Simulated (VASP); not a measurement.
# NaF (rocksalt type) (I4/mmm) in VASP: electric field gradients with PBE

Aim: the electric field gradients of NaF (rocksalt type) with PBE.

Program: VASP 6.6.1. These are calculated values, not measurements. Logs are shortened: lines on timing, memory, paths and dates and some standing lists are left out, and cuts for length are marked.

**1. The cell of the first run**

Symmetry: I4/mmm, No. 139, tetragonal system. The conventional cell has a = 3.308 Å, b = 3.308 Å, c = 4.748 Å, α = 90.00°, β = 90.00°, γ = 90.00°. Within 3.1 Å of Na (site symmetry 4/mmm) lie 6 F at 2.34 to 2.37 Å. F (site symmetry 4/mmm) has 6 Na at 2.34 to 2.37 Å within 3.1 Å.

**2. Electric field gradients, PBE (z stretched by +1 % at fixed volume)**

INCAR

```
PREC = Accurate
ENCUT = 520
EDIFF = 1E-8
ISMEAR = -1
SIGMA = 0.05
LREAL = False
LASPH = True
NELM = 60
ALGO = Normal
ISIF = 2
LWAVE = False
LCHARG = False
GGA = PE
LEFG = True
NBANDS = 14
```

KPOINTS

```
regular mesh
0
Gamma
  16 16 16
```

POSCAR

```
NaF
1.0
    0.0000000000      2.3389041870      2.3740753131
    2.3389041870      0.0000000000      2.3740753131
    2.3389041870      2.3389041870      0.0000000000
Na F
1 1
Direct
    0.0000000000      0.0000000000      0.0000000000
    0.5000000000      0.5000000000      0.5000000000
```

Potentials or basis: VASP PAW PBE potentials, release 64 (Na_pv, F).

Started as:

```bash
> cat potpaw_PBE.64/Na_pv/POTCAR potpaw_PBE.64/F/POTCAR > POTCAR
> mpirun -np 1 vasp_std > vasp.out
```

OUTCAR:

```text
PREC = Accurate
   ENCUT = 520
   EDIFF = 1E-8
   ISMEAR = -1
   LREAL = False
   LASPH = True
   NELM = 60
   ISIF = 2
   GGA = PE

 ion  position               nearest neighbor table
   1  0.000  0.000  0.000-   2 2.34   2 2.34   2 2.34   2 2.34
   2  0.500  0.500  0.500-   1 2.34   1 2.34   1 2.34   1 2.34

  LATTYP: Found a body centered tetragonal cell.
 ALAT       =     3.3077100223
 C/A-ratio  =     1.4354797108

  Lattice vectors:

 A1 = (  -2.3389041870,   0.0000000000,   2.3740753131)
 A2 = (   2.3389041870,   0.0000000000,   2.3740753131)
 A3 = (   0.0000000000,   2.3389041870,  -2.3740753131)

Analysis of symmetry for initial positions (statically):
=====================================================================
 Subroutine PRICEL returns:
 Original cell was already a primitive cell.

 Routine SETGRP: Setting up the symmetry group for a
 body centered tetragonal supercell.

 Subroutine GETGRP returns: Found 16 space group operations
 (whereof 16 operations were pure point group operations)
 out of a pool of 16 trial point group operations.

The static configuration has the point symmetry D_4h.

Analysis of symmetry for dynamics (positions and initial velocities):
=====================================================================
 Subroutine PRICEL returns:
 Original cell was already a primitive cell.

 Routine SETGRP: Setting up the symmetry group for a
 body centered tetragonal supercell.

 Subroutine GETGRP returns: Found 16 space group operations
 (whereof 16 operations were pure point group operations)
 out of a pool of 16 trial point group operations.

The dynamic configuration has the point symmetry D_4h.

 Subroutine INISYM returns: Found 16 space group operations
 (whereof 16 operations are pure point group operations),
 and found     1 'primitive' translations

----------------------------------------------------------------------------------------

                                     Primitive cell

  volume of cell :      25.9746

  direct lattice vectors                    reciprocal lattice vectors
     0.000000000  2.338904187  2.374075313    -0.213775324  0.213775324  0.210608314
[... 130 lines left out ...]
  free energy    TOTEN  =        -8.56861622 eV

  energy without entropy =       -8.56861622  energy(sigma->0) =       -8.56861622

 E-fermi :  -1.0644     XC(G=0):  -8.9507

 val. band max:       -2.2644096571   @ k =   0.0000   0.0000   0.0000
 cond. band min:       3.8062945956   @ k =   0.0000   0.0000   0.0000
 fundamental gap:      6.0707042527
 Fermi energy:        -1.0643871219

 k-point     1 :       0.0000    0.0000    0.0000
  band No.  band energies     occupation
      1     -21.3701      2.00000
      2     -21.3467      2.00000
      3     -21.3408      2.00000
      4     -21.3408      2.00000
      5      -2.2664      2.00000
      6      -2.2664      2.00000
      7      -2.2644      2.00000
      8       3.8063      0.00000
      9      16.3358      0.00000
     10      16.4371      0.00000
     11      16.4371      0.00000
     12      19.1800      0.00000
     13      21.0969      0.00000
     14      21.5155      0.00000
[... 377 lines left out ...]
      1     -21.5883      2.00000
      2     -21.3501      2.00000
      3     -21.3407      2.00000
      4     -21.1085      2.00000
      5      -2.4566      2.00000
      6      -2.2973      2.00000
      7      -2.2862      2.00000
      8       4.1695      0.00000
      9      15.1384      0.00000
     10      16.3685      0.00000
     11      16.6500      0.00000
     12      20.6609      0.00000
     13      20.7595      0.00000
     14      20.9598      0.00000

 [... further k-points ...]
[... 5 lines left out ...]
  --------------------------------------------------------------------------------------
  -------------------------------------------------------------------------------------
  Total        0.0366855      0.0366855     -0.1283686      0.0000000      0.0000000      0.0000000
  in kB        2.2628520      2.2628520     -7.9180799      0.0000000      0.0000000      0.0000000
  external PRESSURE =      -1.1307920 kB  Pullay stress =       0.0000000 kB

 VOLUME and BASIS-vectors are now :
 -----------------------------------------------------------------------------
  energy-cutoff  :      520.00
  volume of cell :       25.97
      direct lattice vectors                 reciprocal lattice vectors
     0.000000000  2.338904187  2.374075313    -0.213775324  0.213775324  0.210608314
     2.338904187  0.000000000  2.374075313     0.213775324 -0.213775324  0.210608314
     2.338904187  2.338904187  0.000000000     0.213775324  0.213775324 -0.210608314

 POSITION                                       TOTAL-FORCE (eV/Angst)
 -----------------------------------------------------------------------------------
      0.00000      0.00000      0.00000        -0.000000     -0.000000      0.000000
      2.33890      2.33890      2.37408         0.000000      0.000000      0.000000
 -----------------------------------------------------------------------------------
    total drift:                                0.000000      0.000000      0.000000

  FREE ENERGIE OF THE ION-ELECTRON SYSTEM (eV)
  ---------------------------------------------------
  free  energy   TOTEN  =        -8.5686162218 eV

  energy  without entropy=       -8.5686162218  energy(sigma->0) =       -8.56861622

 Electric field gradients (V/A^2)
---------------------------------------------------------------------
 ion       V_xx      V_yy      V_zz      V_xy      V_xz      V_yz
---------------------------------------------------------------------
   1      -1.071    -1.071     2.142    -0.003    -0.002    -0.002
   2      -0.504    -0.504     1.008     0.000    -0.000    -0.000
---------------------------------------------------------------------

 Electric field gradients after diagonalization (V/A^2)
 (convention: |V_zz| > |V_xx| > |V_yy|)
----------------------------------------------------------------------
 ion       V_xx      V_yy      V_zz     asymmetry (V_yy - V_xx)/ V_zz
----------------------------------------------------------------------
   1      -1.074    -1.068     2.142       0.003
   2      -0.504    -0.503     1.008       0.001
----------------------------------------------------------------------

           NMR quadrupolar parameters

 Cq : quadrupolar parameter    Cq=e*Q*V_zz/h
 eta: asymmetry parameters     (V_yy - V_xx)/ V_zz
 Q  : nuclear electric quadrupole moment in mb (millibarn)
----------------------------------------------------------------------
 ion       Cq(MHz)       eta       Q (mb)
----------------------------------------------------------------------
   1       0.005       0.003       1.000
   2       0.002       0.001       1.000
----------------------------------------------------------------------
```

OSZICAR:

```text
N       E                     dE             d eps       ncg     rms          rms(c)
DAV:   1     0.108663239544E+03    0.10866E+03   -0.77101E+03  9920   0.121E+03
DAV:   2    -0.386297970659E+01   -0.11253E+03   -0.10413E+03 10762   0.337E+02
DAV:   3    -0.942762085512E+01   -0.55646E+01   -0.55526E+01 12010   0.693E+01
DAV:   4    -0.947262268085E+01   -0.45002E-01   -0.45000E-01 11188   0.669E+00
DAV:   5    -0.947310350028E+01   -0.48082E-03   -0.48082E-03 12118   0.691E-01    0.543E+00
DAV:   6    -0.857760001061E+01    0.89550E+00   -0.31821E+00 11732   0.145E+01    0.186E+00
DAV:   7    -0.856656559816E+01    0.11034E-01   -0.29637E-02 10204   0.204E+00    0.106E+00
DAV:   8    -0.856800727319E+01   -0.14417E-02   -0.30595E-02 10426   0.359E+00    0.153E-01
DAV:   9    -0.856876348488E+01   -0.75621E-03   -0.45307E-03 12490   0.610E-01    0.137E-01
DAV:  10    -0.856861701908E+01    0.14647E-03   -0.92890E-04 10786   0.324E-01    0.134E-02
DAV:  11    -0.856861602090E+01    0.99818E-06   -0.32129E-05 11950   0.863E-02    0.393E-03
DAV:  12    -0.856861644412E+01   -0.42322E-06   -0.17165E-06 10900   0.168E-02    0.209E-03
DAV:  13    -0.856861625154E+01    0.19257E-06   -0.41942E-07 10756   0.556E-03    0.721E-04
DAV:  14    -0.856861620383E+01    0.47713E-07   -0.41006E-08 12394   0.262E-03    0.586E-05
DAV:  15    -0.856861622165E+01   -0.17816E-07   -0.21516E-09  6218   0.411E-04    0.548E-05
DAV:  16    -0.856861622183E+01   -0.18576E-09   -0.24481E-10  5594   0.195E-04
   1 F= -.85686162E+01 E0= -.85686162E+01  d E =-.492949E-11
```

stdout:

```text
POSCAR found type information on POSCAR NaF
 POSCAR found :  2 types and       2 ions
 scaLAPACK will be used
 LDA part: xc-table for (Slater+PW92), standard interpolation
 POSCAR, INCAR and KPOINTS ok, starting setup
 FFT: planning ... GRIDC
 FFT: planning ... GRID_SOFT
 FFT: planning ... GRID
 WAVECAR not read
 entering main loop
ion   1

ion   2
```

It took 69 s on 1 thread of Intel Xeon 6975P-C (Granite Rapids), shared host; peak memory 0.23 GiB.

Results:

```yaml
Free_energy: -8.5686 eV
Pressure: -0.1 GPa
Band_gap_on_the_k_mesh: 6.07 eV
Largest_electric_field_gradient_by_atom: Na +2.1; F +1.0 V/Å²
```

Electric field gradients, principal values (V/Å²):
```tsv
atom	least	middle	greatest (by size)
1 Na	-1.068	-1.074	2.142
2 F	-0.503	-0.504	1.008
```

Caveat: without QUAD_EFG the Cq values of the log hold for a quadrupole moment of 1 mb, not for the nuclei. A k mesh can miss the band edges.
